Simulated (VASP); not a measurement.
Set up this calculation in VASP 6.6.1, as the native input.

```
Task                   : relaxation of cell and atoms
Functional             : PBE
Dispersion             : D3(BJ)
Potentials or basis    : VASP PAW PBE potentials, release 64 (Co_sv, O)
Cutoff                 : 600 eV
k mesh                 : 11 × 11 × 11
Occupations            : fermi-dirac, width 0.05 eV
Spin                   : collinear spin, ferromagnetic start
Starting moments       : [2.0, 0.0] μB
Dipole correction      : no
Second run             : valence_matched
Further INCAR settings : ALGO = Normal; EDIFF = 1e-07; IBRION = 2; EDIFFG = -0.01; NSW = 60; ISIF = 3
```

The structure of CoO lies in POSCAR:

```
CoO
1.0
    0.0000000000      2.1315000000      2.1315000000
    2.1315000000      0.0000000000      2.1315000000
    2.1315000000      2.1315000000      0.0000000000
Co O
1 1
Direct
    0.0000000000      0.0000000000      0.0000000000
    0.5000000000      0.5000000000      0.5000000000
```

One way to write it, as run:

INCAR

```
ALGO = Normal
EDIFF = 1E-7
EDIFFG = -0.01
ENCUT = 600
GGA = PE
GGA_COMPAT = False
IBRION = 2
ISIF = 3
ISMEAR = -1
ISPIN = 2
IVDW = 12
LASPH = True
LCHARG = False
LMAXMIX = 4
LORBIT = 11
LREAL = False
LWAVE = False
MAGMOM = 2 0
NELM = 200
NELMIN = 4
NSW = 60
PREC = Accurate
SIGMA = 0.05
```

KPOINTS

```
k-points
0
Gamma
  11 11 11
```

Potentials or basis: VASP PAW PBE potentials, release 64 (Co_sv, O).

The run is started by

```bash
$ cat potpaw_PBE.64/Co_sv/POTCAR potpaw_PBE.64/O/POTCAR > POTCAR
$ mpirun -np 1 vasp_std > vasp.out
```

Results of the run:

* Relaxed volume: 9.24 Å³/atom
* Relaxed cell: a = 2.968 Å, b = 2.968 Å, c = 2.968 Å, α = 60.00°, β = 60.00°, γ = 60.00°
* Space group after relaxing (to 0.05 Å): Fm-3m (No. 225)
* Energy gained by relaxing: -25.1 meV/atom
* Ionic steps: 4
* Pressure after relaxing: 0.0 GPa
* Net moment: 2.81 μB per cell
* Site moments: Co +2.44; O +0.27 μB
* Valence electrons inside the program's atomic spheres: Co 14.90; O 5.00
* Dispersion energy per atom: -0.232 eV

Caveat: a cell with one magnetic atom can't hold antiferromagnetic order, which such compounds often take; pairwise dispersion overbinds metals, which lowers pressure and volume.

It took 89 s on 1 thread of Intel(R) Xeon(R) Platinum 8488C (Sapphire Rapids), with other jobs on the host, peak memory 0.18 GiB.
